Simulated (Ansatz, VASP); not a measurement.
**Two plane-wave programs on BaTiO3**

The input INCAR:

```
SYSTEM = BaTiO3
PREC = Accurate
ENCUT = 600
EDIFF = 1E-6
ISMEAR = 0
SIGMA = 0.01
LREAL = .FALSE.
LASPH = .TRUE.
NELM = 100
ALGO = Normal
ISIF = 3
LWAVE = .FALSE.
LCHARG = .FALSE.
GGA = PS
IVDW = 12
IBRION = 2
NSW = 80
EDIFFG = -0.02
```

File KPOINTS:

```
Automatic mesh
0
G
  4 4 4
  0 0 0
```

POSCAR

```
BaTiO3
1.0
    2.8273670000      1.6323810000      2.3183930000
   -2.8273670000      1.6323810000      2.3183930000
    0.0000000000     -3.2647620000      2.3183930000
Ba Ti O
1 1 3
Direct
    0.0000000000      0.0000000000      0.0000000000
    0.4845000000      0.4845000000      0.4845000000
    0.5086000000      0.5086000000      0.0175000000
    0.0175000000      0.5086000000      0.5086000000
    0.5086000000      0.0175000000      0.5086000000
```

Input for Ansatz:

```yaml
crystal:
  lattice:
    - [2.827367, 1.632381, 2.318393]
    - [-2.827367, 1.632381, 2.318393]
    - [0.0, -3.264762, 2.318393]
  atoms:
    - { symbol: Ba, position: [0.0, 0.0, 0.0] }
    - { symbol: Ti, position: [0.4845, 0.4845, 0.4845] }
    - { symbol: O, position: [0.5086, 0.5086, 0.017499999999999984] }
    - { symbol: O, position: [0.01749999999999998, 0.5086, 0.5086] }
    - { symbol: O, position: [0.5086, 0.01749999999999998, 0.5086] }
kpoints:
  mp_grid:
    grid: [4, 4, 4]
hamiltonian:
  xc: pbesol
  dispersion: d3bj
scf:
  occupations:
    method: fixed
relax:
  f_tol: 0.02
  cell: {}
```

Alike in both runs: task relaxation of cell and atoms; functional PBEsol; dispersion D3(BJ); k mesh 4 × 4 × 4; no spin polarisation.

|  | VASP | Ansatz |
| --- | --- | --- |
| version | VASP 6.6.1 | Ansatz 0.2.0 |
| potentials or method | VASP PAW PBE potentials, release 64 (Ba_sv, Ti_sv, O) | plane waves, PAW |
| plane-wave cutoff (eV) | 600 | 420 |
| occupations | gaussian, width 0.01 eV | fixed |
| valence electrons in the cell | 40 | 40 |

|  | VASP | Ansatz | Ansatz less VASP |
| --- | --- | --- | --- |
| relaxed volume (Å³/atom) | 12.55 | 12.38 | -0.162 |
| relaxed cell length with the largest relative difference (Å) | 3.973 | 3.956 | -0.0171 |

VASP's potentials were made for PBE, not for PBEsol.

Spin-orbit coupling is off throughout.
